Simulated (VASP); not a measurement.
# Au (Fm-3m) in VASP: further runs

Au is run at these levels: PBE; tasks: single point.

All numbers are computed with VASP 6.6.1; they aren't measurements. Logs are shortened: lines on timing, memory, paths and dates and some standing lists are left out, and cuts for length are marked.

**1. The cell of the first run**

The structure is cubic, space group Fm-3m (No. 225). The conventional cell has a = 4.080 Å, b = 4.080 Å, c = 4.080 Å, α = 90.00°, β = 90.00°, γ = 90.00°. Au (site symmetry m-3m) has 12 Au at 2.88 Å within 3.8 Å.

**2. Single point, PBE**

Contents of INCAR:

```
SYSTEM = Au
ALGO = Normal ; EDIFF = 1E-6
ENCUT = 520 ; GGA = PE
ISIF = 2 ; ISMEAR = 0
LASPH = .True. ; LCHARG = .False.
LREAL = .False. ; LWAVE = .False.
NBANDS = 12 ; NELM = 80
PREC = Accurate ; SIGMA = 0.05
```

Contents of KPOINTS:

```
k-points
0
Gamma
  18 18 18
  0 0 0
```

Contents of POSCAR:

```
Au
1.0
    0.0000000000      2.0400000000      2.0400000000
    2.0400000000      0.0000000000      2.0400000000
    2.0400000000      2.0400000000      0.0000000000
Au
1
Direct
    0.0000000000      0.0000000000      0.0000000000
```

Potentials or basis: VASP PAW PBE potentials, release 64 (Au).

Launch:

```sh
cat potpaw_PBE.64/Au/POTCAR > POTCAR
mpirun -np 1 vasp_std > vasp.out
```

OUTCAR:

```text
SYSTEM = Au
   EDIFF = 1E-6
   ENCUT = 520
   GGA = PE
   ISIF = 2
   ISMEAR = 0
   LASPH = .True.
   LREAL = .False.
   NELM = 80
   PREC = Accurate

 ion  position               nearest neighbor table
   1  0.000  0.000  0.000-

  LATTYP: Found a face centered cubic cell.
 ALAT       =     4.0800000000

  Lattice vectors:

 A1 = (   0.0000000000,   2.0400000000,   2.0400000000)
 A2 = (   2.0400000000,   0.0000000000,   2.0400000000)
 A3 = (   2.0400000000,   2.0400000000,   0.0000000000)

Analysis of symmetry for initial positions (statically):
=====================================================================
 Subroutine PRICEL returns:
 Original cell was already a primitive cell.

 Routine SETGRP: Setting up the symmetry group for a
 face centered cubic supercell.

 Subroutine GETGRP returns: Found 48 space group operations
 (whereof 48 operations were pure point group operations)
 out of a pool of 48 trial point group operations.

The static configuration has the point symmetry O_h .

Analysis of symmetry for dynamics (positions and initial velocities):
=====================================================================
 Subroutine PRICEL returns:
 Original cell was already a primitive cell.

 Routine SETGRP: Setting up the symmetry group for a
 face centered cubic supercell.

 Subroutine GETGRP returns: Found 48 space group operations
 (whereof 48 operations were pure point group operations)
 out of a pool of 48 trial point group operations.

The dynamic configuration has the point symmetry O_h .

 Subroutine INISYM returns: Found 48 space group operations
 (whereof 48 operations are pure point group operations),
 and found     1 'primitive' translations

----------------------------------------------------------------------------------------

                                     Primitive cell

  volume of cell :      16.9793

  direct lattice vectors                    reciprocal lattice vectors
     0.000000000  2.040000000  2.040000000    -0.245098039  0.245098039  0.245098039
     2.040000000  0.000000000  2.040000000     0.245098039 -0.245098039  0.245098039
     2.040000000  2.040000000  0.000000000     0.245098039  0.245098039 -0.245098039

  length of vectors
     2.884995667  2.884995667  2.884995667     0.424522257  0.424522257  0.424522257

  position of ions in fractional coordinates (direct lattice)
     0.000000000  0.000000000  0.000000000

  ion indices of the primitive-cell ions
   primitive index   ion index
                 1           1

----------------------------------------------------------------------------------------

 KPOINTS: k-points

Automatic generation of k-mesh.
 Grid dimensions read from file:
 generate k-points for:   18   18   18

 Generating k-lattice:

  Cartesian coordinates                     Fractional coordinates (reciprocal lattice)
    -0.013616558  0.013616558  0.013616558     0.055555556  0.000000000  0.000000000
     0.013616558 -0.013616558  0.013616558     0.000000000  0.055555556  0.000000000
     0.013616558  0.013616558 -0.013616558     0.000000000  0.000000000  0.055555556

  Length of vectors
     0.023584570  0.023584570  0.023584570

  Shift w.r.t. Gamma in fractional coordinates (k-lattice)
     0.000000000  0.000000000  0.000000000

 Subroutine IBZKPT returns following result:
 ===========================================

 Found    195 irreducible k-points:

 Following reciprocal coordinates:
            Coordinates               Weight
  0.000000  0.000000  0.000000      1.000000
  0.055556  0.000000  0.000000      8.000000
  0.111111  0.000000  0.000000      8.000000
  0.166667  0.000000  0.000000      8.000000
  0.222222  0.000000  0.000000      8.000000
  0.277778  0.000000  0.000000      8.000000
[... 16 lines left out ...]
 -0.277778  0.055556  0.000000     24.000000
 -0.222222  0.055556  0.000000     24.000000
 [... further k-points ...]
   k-points           NKPTS =    195   k-points in BZ     NKDIM =    195   number of bands    NBANDS=     12
   number of dos      NEDOS =    301   number of ions     NIONS =      1
   total plane-waves  NPLWV =  13824
   dimension x,y,z NGX =    24 NGY =   24 NGZ =   24
   dimension x,y,z NGXF=    48 NGYF=   48 NGZF=   48
   ions per type =               1
   NGX,Y,Z   is equivalent  to a cutoff of  13.83, 13.83, 13.83 a.u.
   NGXF,Y,Z  is equivalent  to a cutoff of  27.66, 27.66, 27.66 a.u.
 SYSTEM =  Au
   PREC   = accura    normal or accurate (medium, high low for compatibility)
   ISTART =      0    job   : 0-new  1-cont  2-samecut
   ICHARG =      2    charge: 1-file 2-atom 10-const
   ISPIN  =      1    spin polarized calculation?
   LNONCOLLINEAR =      F non collinear calculations
   LSORBIT =      F    spin-orbit coupling
   LASPH  =      T    aspherical Exc in radial PAW
   ENCUT  =  520.0 eV  38.22 Ry    6.18 a.u.   5.36  5.36  5.36*2*pi/ulx,y,z
   NELM   =     80;   NELMIN=  2; NELMDL= -5     # of ELM steps
   EDIFF  = 0.1E-05   stopping-criterion for ELM
   LREAL  =      F    real-space projection
   EDIFFG = 0.1E-04   stopping-criterion for IOM
   NSW    =      0    number of steps for IOM
   IBRION =     -1    ionic relax: 0-MD 1-quasi-New 2-CG
   NFREE  =      0    steps in history (QN), initial steepest desc. (CG)
   ISIF   =      2    stress and relaxation
   ISYM   =      2    0-nonsym 1-usesym 2-fastsym
   POTIM  = 0.5000    time-step for ionic-motion
   TEBEG  =    0.0;   TEEND  =   0.0 temperature during run
   PSTRESS=    0.0 pullay stress
   NELECT =      11.0000    total number of electrons
   NUPDOWN=      -1.0000    fix difference up-down
   EMIN   =  10.00;   EMAX   =-10.00  energy-range for DOS
   EFERMI =   0.00;   METHOD = LEGACY
   ISMEAR =     0;   SIGMA  =   0.05  broadening in eV -4-tet -1-fermi 0-gaus
   EFERMI_NEDOS =   21; number of points for ismear=-14 and -15
   IALGO  =     38    algorithm
   IMIX   =      4    mixing-type and parameters
     AMIX     =   0.40;   BMIX     =  1.00
     AMIX_MAG =   1.60;   BMIX_MAG =  1.00
  volume/ion in A,a.u.               =      16.98       114.58
  Fermi-wavevector in a.u.,A,eV,Ry     =   1.416551  2.676893 27.301680  2.006617
  Thomas-Fermi vector in A             =   2.537874
   LORBIT       =      0    0 simple, 1 ext, 2 COOP (PROOUT), +10 PAW based schemes
   GGA     = PE    functional components
   LHFCALC =     F    Hartree Fock is set to
   AEXX    =    0.0000 exact exchange contribution
   IVDW    =     0    specifies the selected vdW correction
   LEPSILON=     F    determine dielectric tensor
   LRPA    =     F    only Hartree local field effects (RPA)
 non-spin polarized calculation
 Gauss-broadening in eV      SIGMA  =   0.05
  energy-cutoff  :      520.00
  volume of cell :       16.98
 maximum number of plane-waves:       471
 NGX is ok and might be reduce to    24
   NGX = 11   NGY = 11   NGZ = 11

 number of electron      11.0000000 magnetization

 Free energy of the ion-electron system (eV)
  ---------------------------------------------------
  ext. energy  EPLUGINS =         0.00000000
  ---------------------------------------------------
  free energy    TOTEN  =        -3.19523762 eV

  energy without entropy =       -3.19475747  energy(sigma->0) =       -3.19499754

 E-fermi :   9.5169     XC(G=0): -12.7386

 val. band max:        9.4435964164   @ k =   0.5000   0.3333   0.1667
 cond. band min:       9.5190013091   @ k =   0.5000   0.1667   0.0556
 fundamental gap:      0.0754048928
 Fermi energy:         9.5169210872

 k-point     1 :       0.0000    0.0000    0.0000
  band No.  band energies     occupation
      1      -0.3587      2.00000
      2       4.8256      2.00000
      3       4.8256      2.00000
      4       4.8256      2.00000
      5       6.3504      2.00000
      6       6.3504      2.00000
      7      24.0529      0.00000
      8      28.0747      0.00000
      9      28.0747      0.00000
     10      28.0747      0.00000
     11      32.9897      0.00000
     12      37.6718      0.00000

 k-point     2 :       0.0556    0.0000    0.0000
  band No.  band energies     occupation
      1      -0.2504      2.00000
      2       4.7896      2.00000
      3       4.8632      2.00000
      4       4.8632      2.00000
      5       6.3330      2.00000
      6       6.3330      2.00000
      7      24.1829      0.00000
      8      27.3620      0.00000
      9      28.2052      0.00000
     10      28.2052      0.00000
     11      33.6069      0.00000
     12      36.3148      0.00000

 k-point     3 :       0.1111    0.0000    0.0000
  band No.  band energies     occupation
      1       0.0660      2.00000
      2       4.6984      2.00000
      3       4.9615      2.00000
      4       4.9615      2.00000
      5       6.2976      2.00000
      6       6.2976      2.00000
      7      24.4804      0.00000
      8      25.8865      0.00000
      9      28.5745      0.00000
     10      28.5745      0.00000
     11      33.3833      0.00000
     12      35.6763      0.00000

 k-point     4 :       0.1667    0.0000    0.0000
  band No.  band energies     occupation
      1       0.5588      2.00000
      2       4.6042      2.00000
      3       5.0714      2.00000
      4       5.0714      2.00000
      5       6.2973      2.00000
      6       6.2973      2.00000
      7      23.7720      0.00000
      8      25.1636      0.00000
      9      29.0993      0.00000
     10      29.0993      0.00000
     11      31.9565      0.00000
     12      34.1779      0.00000

 k-point     5 :       0.2222    0.0000    0.0000
  band No.  band energies     occupation
      1       1.1537      2.00000
      2       4.6056      2.00000
      3       5.1186      2.00000
      4       5.1186      2.00000
      5       6.4078      2.00000
      6       6.4078      2.00000
      7      21.8032      0.00000
      8      25.2438      0.00000
      9      29.5351      0.00000
     10      29.5351      0.00000
     11      31.2550      0.00000
     12      32.9217      0.00000

 k-point     6 :       0.2778    0.0000    0.0000
  band No.  band energies     occupation
      1       1.7026      2.00000
      2       4.8688      2.00000
      3       5.0734      2.00000
      4       5.0734      2.00000
      5       6.6511      2.00000
      6       6.6511      2.00000
      7      19.6424      0.00000
      8      24.9285      0.00000
      9      29.3059      0.00000
     10      29.3059      0.00000
     11      31.6212      0.00000
     12      32.5503      0.00000

 k-point     7 :       0.3333    0.0000    0.0000
  band No.  band energies     occupation
      1       2.0403      2.00000
      2       4.9775      2.00000
      3       4.9775      2.00000
      4       5.5613      2.00000
      5       6.9648      2.00000
      6       6.9648      2.00000
      7      17.4379      0.00000
      8      24.3999      0.00000
      9      28.4202      0.00000
     10      28.4202      0.00000
     11      32.7282      0.00000
     12      33.0620      0.00000

 k-point     8 :       0.3889    0.0000    0.0000
  band No.  band energies     occupation
      1       2.1651      2.00000
      2       4.8802      2.00000
      3       4.8802      2.00000
      4       6.6511      2.00000
      5       7.2654      2.00000
      6       7.2654      2.00000
      7      15.3208      0.00000
      8      23.9222      0.00000
      9      27.5236      0.00000
     10      27.5236      0.00000
     11      33.7726      0.00000
     12      33.7726      0.00000
[... 166 lines left out ...]
 k-point    20 :      -0.4444    0.0556    0.0000
  band No.  band energies     occupation
      1       2.2712      2.00000
      2       4.7519      2.00000
      3       4.8535      2.00000
      4       7.0152      2.00000
      5       7.4609      2.00000
      6       8.8489      2.00000
      7      13.0621      0.00000
      8      23.6380      0.00000
      9      26.1403      0.00000
     10      26.8301      0.00000
     11      34.3432      0.00000
     12      34.5564      0.00000

 k-point    21 :      -0.3889    0.0556    0.0000
  band No.  band energies     occupation
      1       2.2637      2.00000
      2       4.8163      2.00000
      3       4.9015      2.00000
      4       6.5289      2.00000
      5       7.2197      2.00000
      6       8.0356      2.00000
      7      14.7072      0.00000
      8      23.8671      0.00000
      9      26.3280      0.00000
     10      27.6072      0.00000
     11      33.5637      0.00000
     12      34.2375      0.00000

 k-point    22 :      -0.3333    0.0556    0.0000
  band No.  band energies     occupation
      1       2.1897      2.00000
      2       4.9110      2.00000
      3       4.9896      2.00000
      4       5.6669      2.00000
      5       6.8897      2.00000
      6       7.4830      2.00000
      7      16.7650      0.00000
      8      24.2689      0.00000
      9      26.8326      0.00000
     10      28.7495      0.00000
     11      32.3920      0.00000
     12      33.5489      0.00000

 k-point    23 :      -0.2778    0.0556    0.0000
  band No.  band energies     occupation
      1       1.9358      2.00000
      2       4.8681      2.00000
      3       5.0850      2.00000
      4       5.0950      2.00000
      5       6.5395      2.00000
      6       7.0749      2.00000
      7      18.9591      0.00000
      8      24.7624      0.00000
      9      27.5182      0.00000
     10      30.1460      0.00000
     11      31.1511      0.00000
     12      32.6516      0.00000

 k-point    24 :      -0.2222    0.0556    0.0000
  band No.  band energies     occupation
      1       1.4425      2.00000
      2       4.5580      2.00000
      3       5.1319      2.00000
      4       5.1697      2.00000
      5       6.2548      2.00000
      6       6.7402      2.00000
      7      21.1502      0.00000
      8      25.1538      0.00000
      9      28.1225      0.00000
     10      30.3747      0.00000
     11      31.0037      0.00000
     12      32.4290      0.00000

 [... further k-points ...]
[... 5 lines left out ...]
  --------------------------------------------------------------------------------------
  -------------------------------------------------------------------------------------
  Total        0.9716769      0.9716769      0.9716769      0.0000000     -0.0000000      0.0000000
  in kB       91.6878823     91.6878823     91.6878823      0.0000000     -0.0000000      0.0000000
  external PRESSURE =      91.6878823 kB  Pullay stress =       0.0000000 kB

 VOLUME and BASIS-vectors are now :
 -----------------------------------------------------------------------------
  energy-cutoff  :      520.00
  volume of cell :       16.98
      direct lattice vectors                 reciprocal lattice vectors
     0.000000000  2.040000000  2.040000000    -0.245098039  0.245098039  0.245098039
     2.040000000  0.000000000  2.040000000     0.245098039 -0.245098039  0.245098039
     2.040000000  2.040000000  0.000000000     0.245098039  0.245098039 -0.245098039

 POSITION                                       TOTAL-FORCE (eV/Angst)
 -----------------------------------------------------------------------------------
      0.00000      0.00000      0.00000         0.000000      0.000000      0.000000
 -----------------------------------------------------------------------------------
    total drift:                               -0.000000     -0.000000      0.000000

  FREE ENERGIE OF THE ION-ELECTRON SYSTEM (eV)
  ---------------------------------------------------
  free  energy   TOTEN  =        -3.1952376173 eV

  energy  without entropy=       -3.1947574664  energy(sigma->0) =       -3.19499754
```

It took 48 s on 1 thread of AMD EPYC 7R13, shared host; peak memory 0.14 GiB.

Results:

* Free energy: -3.1952 eV
* Pressure: 9.2 GPa

Caveat: spin-orbit coupling is left out, which moves the levels of the heavy elements.

(Part 1 of 2 ends here.)
